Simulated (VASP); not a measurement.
# N (P6_3/mmc) in VASP: notebook, part 2 of 2

VASP 6.6.1.

## Step 4: Single point, LDA, collinear spin, ferromagnetic start

This run uses another cell than the first one, of the same volume but with other edges.

INCAR reads:

```
ALGO = Normal ; EDIFF = 1E-7
ENCUT = 520 ; GGA = CA
ISIF = 2 ; ISMEAR = 0
ISPIN = 2 ; LASPH = True
LCHARG = False ; LORBIT = 11
LREAL = False ; LWAVE = False
MAGMOM = 3.18 3.18 ; NBANDS = 16
NELM = 150 ; PREC = Accurate
SIGMA = 0.05
```

KPOINTS reads:

```
k-points
0
Gamma
  12 12 6
```

POSCAR reads:

```
N
1.0
    3.3251102385      0.0000000000      0.0000000000
   -1.6625551192      2.8796299369      0.0000000000
    0.0000000000      0.0000000000      7.0158053244
N
2
Direct
    0.3333333333      0.6666666667      0.2500000000
    0.6666666667      0.3333333333      0.7500000000
```

Potentials or basis: VASP PAW LDA potentials, release 64 (N).

Launch:

```sh
cat potpaw_LDA.64/N/POTCAR > POTCAR
mpirun -np 1 vasp_std > vasp.out
```

OUTCAR:

```text
EDIFF = 1E-7
   ENCUT = 520
   GGA = CA
   ISIF = 2
   ISMEAR = 0
   ISPIN = 2
   LASPH = True
   LORBIT = 11
   LREAL = False
   NELM = 150
   PREC = Accurate

 ion  position               nearest neighbor table
   1  0.333  0.667  0.250-
   2  0.667  0.333  0.750-

  LATTYP: Found a hexagonal cell.
 ALAT       =     3.3251102385
 C/A-ratio  =     2.1099466848

  Lattice vectors:

 A1 = (   3.3251102385,   0.0000000000,   0.0000000000)
 A2 = (  -1.6625551192,   2.8796299369,   0.0000000000)
 A3 = (   0.0000000000,   0.0000000000,   7.0158053244)

Analysis of symmetry for initial positions (statically):
=====================================================================
 Subroutine PRICEL returns:
 Original cell was already a primitive cell.

 Routine SETGRP: Setting up the symmetry group for a
 hexagonal supercell.

 Subroutine GETGRP returns: Found 24 space group operations
 (whereof 12 operations were pure point group operations)
 out of a pool of 24 trial point group operations.

[... 649 lines left out ...]
 k-point     1 :       0.0000    0.0000    0.0000
  band No.  band energies     occupation
      1     -13.5040      1.00000
      2     -13.2798      1.00000
      3      -3.3138      0.00000
      4      -1.6888      0.00000
      5      -0.8609      0.00000
      6      -0.8609      0.00000
[... 435 lines left out ...]
      5      -2.3414      0.00000
      6      -1.5887      0.00000
[... 8 lines left out ...]
     15      13.3569      0.00000
     16      14.7483      0.00000

 [... further k-points ...]
[... 5 lines left out ...]
  --------------------------------------------------------------------------------------
  -------------------------------------------------------------------------------------
  Total       -0.0042180     -0.0042180     -0.1851533     -0.0000000      0.0000000      0.0000000
  in kB       -0.1005988     -0.1005988     -4.4159255     -0.0000000      0.0000000      0.0000000
  external PRESSURE =      -1.5390410 kB  Pullay stress =       0.0000000 kB

 VOLUME and BASIS-vectors are now :
 -----------------------------------------------------------------------------
  energy-cutoff  :      520.00
  volume of cell :       67.18
      direct lattice vectors                 reciprocal lattice vectors
     3.325110239  0.000000000  0.000000000     0.300741909  0.173633422  0.000000000
    -1.662555119  2.879629937  0.000000000     0.000000000  0.347266844  0.000000000
     0.000000000  0.000000000  7.015805324     0.000000000  0.000000000  0.142535312

 POSITION                                       TOTAL-FORCE (eV/Angst)
 -----------------------------------------------------------------------------------
     -0.00000      1.91975      1.75395         0.000000     -0.000000      0.000000
      1.66256      0.95988      5.26185        -0.000000      0.000000      0.000000
 -----------------------------------------------------------------------------------
    total drift:                                0.000000     -0.000000      0.000000

  FREE ENERGIE OF THE ION-ELECTRON SYSTEM (eV)
  ---------------------------------------------------
  free  energy   TOTEN  =        -5.8871145244 eV

  energy  without entropy=       -5.8871145244  energy(sigma->0) =       -5.88711452

 total charge

# of ion       s       p       d       tot
------------------------------------------
    1        1.352   1.890   0.000   3.242
    2        1.352   1.890   0.000   3.242
--------------------------------------------------
tot          2.704   3.779   0.000   6.483

 magnetization (x)

# of ion       s       p       d       tot
------------------------------------------
    1        0.038   1.889   0.000   1.928
    2        0.038   1.889   0.000   1.928
--------------------------------------------------
tot          0.077   3.779   0.000   3.855
```

OSZICAR:

```text
N       E                     dE             d eps       ncg     rms          rms(c)
DAV:   1     0.420231054084E+02    0.42023E+02   -0.40278E+03  4872   0.487E+02
DAV:   2    -0.235366291925E+01   -0.44377E+02   -0.37624E+02  7048   0.104E+02
DAV:   3    -0.578711412650E+01   -0.34335E+01   -0.34217E+01  5720   0.295E+01
DAV:   4    -0.580527629678E+01   -0.18162E-01   -0.18161E-01  6280   0.267E+00
DAV:   5    -0.580539239089E+01   -0.11609E-03   -0.11609E-03  5760   0.197E-01    0.186E+00
DAV:   6    -0.584190191564E+01   -0.36510E-01   -0.61907E-02  5232   0.145E+00    0.881E-01
DAV:   7    -0.588240816343E+01   -0.40506E-01   -0.34226E-02  5168   0.118E+00    0.346E-01
DAV:   8    -0.588663772232E+01   -0.42296E-02   -0.13619E-03  6160   0.218E-01    0.191E-01
DAV:   9    -0.588705739257E+01   -0.41967E-03   -0.11539E-04  5696   0.684E-02    0.908E-02
DAV:  10    -0.588710395476E+01   -0.46562E-04   -0.16430E-05  5560   0.239E-02    0.155E-02
DAV:  11    -0.588711228495E+01   -0.83302E-05   -0.41981E-06  5272   0.956E-03    0.377E-03
DAV:  12    -0.588711348028E+01   -0.11953E-05   -0.86590E-07  6096   0.424E-03    0.233E-03
DAV:  13    -0.588711449625E+01   -0.10160E-05   -0.11485E-07  4744   0.151E-03    0.103E-03
DAV:  14    -0.588711452441E+01   -0.28166E-07   -0.19605E-08  4968   0.939E-04
   1 F= -.58871145E+01 E0= -.58871145E+01  d E =-.240085E-15  mag=     6.0000
```

It took 2 min on 1 thread of Intel Xeon Platinum 8488C (Sapphire Rapids), shared host; peak memory 0.23 GiB.

Results:

```yaml
Free_energy: -5.8871 eV
Pressure: -0.2 GPa
Band_gap_on_the_k_mesh: 1.84 eV
Net_moment: 6.00 μB per cell
Site_moments: N +1.93 μB
Valence_electrons_inside_the_program's_atomic_spheres: N 3.24
```

Levels at points of the mesh, in eV from the valence-band top:
Spin up:
```csv
k point,band 6,band 7,band 8,band 9,band 10,band 11
"(0.00, 0.00, 0.00)",-0.03,0.00,0.00,6.62,9.41,10.42
"(0.50, 0.00, 0.00)",-0.52,-0.36,-0.28,10.73,10.87,10.90
"(0.00, 0.00, 0.50)",-0.02,-0.02,-0.02,7.65,7.65,12.61
"(0.50, 0.00, 0.50)",-0.61,-0.32,-0.32,10.53,10.53,11.72
```
Spin down:
```tsv
k point	band 1	band 2	band 3	band 4	band 5	band 6
(0.00, 0.00, 0.00)	-8.34	-8.12	1.85	3.47	4.30	4.30
(0.50, 0.00, 0.00)	-7.65	-7.59	1.84	2.06	3.14	3.55
(0.00, 0.00, 0.50)	-8.24	-8.24	2.55	2.55	4.32	4.32
(0.50, 0.00, 0.50)	-7.62	-7.62	1.90	1.90	3.42	3.42
```

 A k mesh can miss the band edges.

## Step 5: Single point, LDA, collinear spin, ferromagnetic start

This run uses another cell than the first one, of the same volume but with other edges.

INCAR reads:

```
  ALGO = Normal
  EDIFF = 1E-6
  ENCUT = 520
  GGA = CA
  ISIF = 2
  ISMEAR = 0
  ISPIN = 2
  LASPH = True
  LCHARG = False
  LORBIT = 11
  LREAL = False
  LWAVE = False
  MAGMOM = 3.18 3.18
  NBANDS = 16
  NELM = 150
  PREC = Accurate
  SIGMA = 0.05
```

KPOINTS is that of step 4.

POSCAR reads:

```
N
1.0
    3.8310179812      0.0000000000      0.0000000000
   -1.9155089906      3.3177588940      0.0000000000
    0.0000000000      0.0000000000      5.2851977966
N
2
Direct
    0.3333333333      0.6666666667      0.2500000000
    0.6666666667      0.3333333333      0.7500000000
```

Launch:

```sh
cat potpaw_LDA.64/N/POTCAR > POTCAR
mpirun -np 1 vasp_std > vasp.out
```

It took 43 s on 1 thread of Intel Xeon 6975P-C (Granite Rapids), shared host; peak memory 0.22 GiB.

The run converged. Its results:

```
Free energy                                           : -5.8966 eV
Pressure                                              : -0.3 GPa
Band gap on the k mesh                                : 2.03 eV (least direct gap 2.07 eV)
Net moment                                            : 6.00 μB per cell
Site moments                                          : N +1.93 μB
Valence electrons inside the program's atomic spheres : N 3.24
```

Stress tensor (GPa, compression positive):
```
-0.37  0.00  0.00
 0.00 -0.37  0.00
 0.00  0.00 -0.21
```

Levels at points of the mesh, in eV from the valence-band top:
Spin up:
| k point | band 4 | band 5 | band 6 | band 7 | band 8 | band 9 | band 10 | band 11 | band 12 | band 13 |
| --- | --- | --- | --- | --- | --- | --- | --- | --- | --- | --- |
| (0.00, 0.00, 0.00) | -0.47 | -0.47 | -0.22 | -0.22 | 0.00 | 6.71 | 10.59 | 11.95 | 15.93 | 15.93 |
| (0.50, 0.00, 0.00) | -0.86 | -0.85 | -0.73 | -0.41 | -0.24 | 9.84 | 10.19 | 12.09 | 12.13 | 14.41 |
| (0.00, 0.00, 0.50) | -0.80 | -0.35 | -0.35 | -0.35 | -0.35 | 8.27 | 8.27 | 15.31 | 15.31 | 16.21 |
| (0.50, 0.00, 0.50) | -1.39 | -0.49 | -0.49 | -0.28 | -0.28 | 10.37 | 10.37 | 11.46 | 11.46 | 15.17 |
Spin down:
| k point | band 1 | band 2 | band 3 | band 4 | band 5 | band 6 |
| --- | --- | --- | --- | --- | --- | --- |
| (0.00, 0.00, 0.00) | -8.22 | -7.49 | 2.07 | 3.63 | 3.63 | 4.00 |
| (0.50, 0.00, 0.00) | -7.77 | -7.54 | 2.23 | 2.93 | 2.99 | 3.22 |
| (0.00, 0.00, 0.50) | -7.87 | -7.87 | 3.00 | 3.00 | 3.82 | 3.82 |
| (0.50, 0.00, 0.50) | -7.65 | -7.65 | 2.09 | 2.09 | 3.57 | 3.57 |

 A k mesh can miss the band edges.

## Step 6: The runs side by side

```tsv
cell	gap on the mesh (eV)	pressure (GPa)	moment (μB)
a = 3.570, b = 3.570, c = 6.085 Å, angles 90.0, 90.0, 120.0°, 2 atoms	2.07	-0.4	6.00
a = 3.909, b = 3.909, c = 5.076 Å, angles 90.0, 90.0, 120.0°, 2 atoms	1.98	-0.3	6.00
a = 3.325, b = 3.325, c = 7.016 Å, angles 90.0, 90.0, 120.0°, 2 atoms	1.84	-0.2	6.00
a = 3.831, b = 3.831, c = 5.285 Å, angles 90.0, 90.0, 120.0°, 2 atoms	2.03	-0.3	6.00
```

Alike in all rows: task single point; level LDA; potentials or basis VASP PAW LDA potentials, release 64 (N); spin collinear, ferromagnetic start; k mesh 12 × 12 × 6; cutoff (eV) 520; smearing gaussian 0.05 eV.

Absolute energies hang on the potentials; compare differences alone.
